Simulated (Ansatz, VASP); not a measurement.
One calculation of GaN, two programs

```xyz
2
Lattice="0.0000 1.9726 1.9925 1.9726 0.0000 1.9925 1.9726 1.9726 0.0000" Properties=species:S:1:pos:R:3 pbc="T T T"
Ga    1.9726    1.9726    1.9925
N     0.0000    0.0000    0.0000
```

Change from the starting cell: equal xx and yy strain of -1 %.

Alike in both runs: task single point; functional PBEsol; k mesh 13 × 13 × 13; occupations fermi-dirac, width 0.02 eV; no spin polarisation.

|  | VASP | Ansatz |
| --- | --- | --- |
| version | VASP 6.6.1 | Ansatz 0.2.0 |
| potentials or method | VASP PAW PBE potentials, release 64 (Ga_d, N), cutoff 520 eV | all-electron LAPW, scalar-relativistic |

Ansatz gave:

| Item | Value |
| --- | --- |
| gap on the k mesh at the Fermi level (eV) | 1.90 |
| pressure (GPa) | 68.7 |
| traceless stress, the component that is largest in VASP (GPa) | -3.71 |

**Question.** What did VASP give for the same quantities?

**Answer.** gap on the k mesh at the Fermi level (eV): 1.89; pressure (GPa): 69.4; traceless stress, the component that is largest in VASP (GPa): -3.65.

VASP's potentials were made for PBE, not for PBEsol. Both programs put the cell under a high pressure, so it lies far from rest at this level. Ansatz ran all-electron here, and VASP with PAW potentials.

Noted on VASP's run: the cell as given lies far from equilibrium.
